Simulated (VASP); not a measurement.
## CdSe: single point with PBEsol

Crystal: CdSe.

```
Cd Se
1.0
     0.00000    3.17843    3.17843
     3.17843    0.00000    3.17843
     3.01485    3.01485    0.16358
Cd Se
1 1
Direct
  0.00000 0.00000 0.00000
  0.75000 0.75000 0.75000
```

- Program: VASP 6.6.1
- Task: single point
- Functional: PBEsol
- Potentials or basis: VASP PAW PBE potentials, release 64 (Cd, Se)
- Cutoff: 520 eV
- k mesh: 10 × 10 × 10
- Occupations: gaussian, width 0.05 eV
- Spin: no spin polarisation

| Item | Value |
| --- | --- |
| Pressure | -1.6 GPa |
| Largest force | 0.605 eV/Å |
| Band gap on the k mesh | 0.46 eV (least direct gap 0.47 eV) |

Forces on the atoms (eV/Å):
```
Cd  -0.349 -0.349  0.349
Se   0.349  0.349 -0.349
```

Stress tensor (GPa, compression positive):
```
-1.59  2.31 -2.31
 2.31 -1.59 -2.31
-2.31 -2.31 -1.59
```

Levels at points of the mesh, in eV from the valence-band top:
| k point | band 6 | band 7 | band 8 | band 9 | band 10 | band 11 | band 12 | band 13 |
| --- | --- | --- | --- | --- | --- | --- | --- | --- |
| (0.00, 0.00, 0.00) | -7.44 | -0.06 | -0.06 | -0.01 | 0.46 | 5.54 | 5.54 | 6.58 |
| (0.50, 0.00, 0.00) | -7.20 | -4.15 | -0.61 | -0.59 | 2.31 | 6.16 | 6.66 | 7.13 |
| (0.50, 0.50, 0.00) | -7.13 | -3.91 | -1.90 | -1.49 | 2.98 | 3.74 | 8.51 | 9.66 |
| (0.00, 0.00, 0.50) | -7.14 | -4.19 | -0.93 | -0.93 | 1.96 | 6.04 | 6.04 | 7.38 |

It took 40 s on 1 thread of Intel(R) Xeon(R) 6975P-C (Granite Rapids) (shared host), peak memory 0.27 GiB.

Caveat: the PAW data sets were made with another functional, which shifts forces and pressure a little. A k mesh can miss the band edges.
